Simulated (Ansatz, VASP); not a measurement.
# AlN in VASP and in Ansatz

INCAR

```
  PREC = Accurate
  ENCUT = 520
  EDIFF = 1E-6
  ISMEAR = 0
  SIGMA = 0.024
  LREAL = False
  LASPH = True
  NELM = 80
  ALGO = Normal
  ISIF = 2
  LWAVE = False
  LCHARG = True
  GGA = PE
  LELF = True
  LVHAR = True
  NBANDS = 16
```

The input KPOINTS:

```
Automatic mesh
0
Gamma
  10 10 6
```

File POSCAR:

```
AlN
1.0
    3.1130000000      0.0000000000      0.0000000000
   -1.5565000000      2.6959370820      0.0000000000
    0.0000000000      0.0000000000      4.9810000000
Al N
2 2
Direct
    0.6666666667      0.3333333333      0.5000000000
    0.3333333333      0.6666666667      0.0000000000
    0.6666666667      0.3333333333      0.8800000000
    0.3333333333      0.6666666667      0.3800000000
```

The input input.yaml:

```yaml
crystal:
  lattice:
    - [3.113, 0.0, 0.0]
    - [-1.5565, 2.695937082, 0.0]
    - [0.0, 0.0, 4.981]
  atoms:
    - { symbol: Al, position: [0.6666666667, 0.3333333333, 0.5] }
    - { symbol: Al, position: [0.3333333333, 0.6666666667, 0.0] }
    - { symbol: "N", position: [0.6666666667, 0.3333333333, 0.88] }
    - { symbol: "N", position: [0.3333333333, 0.6666666667, 0.38] }
hamiltonian:
  xc: pbe
  pseudopotentials: { kind: paw }
kpoints:
  mp_grid: { grid: [10, 10, 6] }
scf:
  occupations: { method: gaussian, width: 0.024 }
output:
  forces: true
  stress: true
  eigenvalues: true
  write_density: true
  write_potential: true
  elf: true
  volumetric_format: npy
```

Alike in both runs: task single point; functional PBE; k mesh 10 × 10 × 6; occupations gaussian, width 0.024 eV; no spin polarisation.

```csv
,VASP,Ansatz
version,VASP 6.6.1,Ansatz 0.2.0
potentials or method,"VASP PAW PBE potentials, release 64 (Al, N)",Ansatz PAW
plane-wave cutoff (eV),520,420
valence electrons in the cell,16,16
```

```tsv
	VASP	Ansatz	Ansatz less VASP
gap on the k mesh at the Fermi level (eV)	4.22	4.21	-0.011
least direct gap on the mesh (eV)	4.22	4.21	-0.011
pressure (GPa)	3.5	3.7	+0.25
traceless stress, the component that is largest in VASP (GPa)	1.11	1.06	-0.051
rms of the force components (eV/Å)	0.074	0.075	+0.0002
```

Atom by atom the forces differ by 0.000 eV/Å (rms over components).
